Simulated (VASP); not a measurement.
**Ge: single point with PBE+D3(BJ)**

The system is Ge, a slab with vacuum.

```
Ge
1.0
     4.02269    0.00000    0.00000
    -2.01134    3.48375    0.00000
     0.00000    0.00000   18.86852
Ge
4
Direct
  0.33333 0.66667 0.27476
  0.66667 0.33333 0.23849
  0.33333 0.66667 0.52408
  0.66667 0.33333 0.48781
```

This cell differs from its parent crystal: layers slid over each other.

| Item | Value |
| --- | --- |
| Program | VASP 6.6.1 |
| Task | single point |
| Functional | PBE |
| Dispersion | D3(BJ) |
| Potentials or basis | VASP PAW PBE potentials, release 64 (Ge_d) |
| Cutoff | 520 eV |
| k mesh | 9 × 9 × 1 |
| Occupations | gaussian, width 0.1 eV |
| Spin | no spin polarisation |
| Dipole correction | yes |
| Further INCAR settings | ALGO = Normal; EDIFF = 1e-06; NBANDS = 36 |

```
Largest force              : 0.103 eV/Å
Band gap on the k mesh     : 0.58 eV
Dispersion energy per atom : -0.196 eV
```

Forces in eV/Å, atoms in the order of the input:
```
Ge   0.000  0.000  0.103
Ge   0.000  0.000  0.005
Ge   0.000  0.000 -0.005
Ge   0.000  0.000 -0.103
```

Levels at points of the mesh, in eV from the valence-band top:
```
           k point  band 26  band 27  band 28  band 29  band 30  band 31
(0.00, 0.00, 0.00)    -0.17    -0.12    -0.12     0.81     0.92     2.32
```

It took 90 s on 1 thread of Intel(R) Xeon(R) 6975P-C (Granite Rapids), with other jobs on the host, peak memory 0.38 GiB.

Caveat: the cell differs from its parent crystal (layers slid over each other).
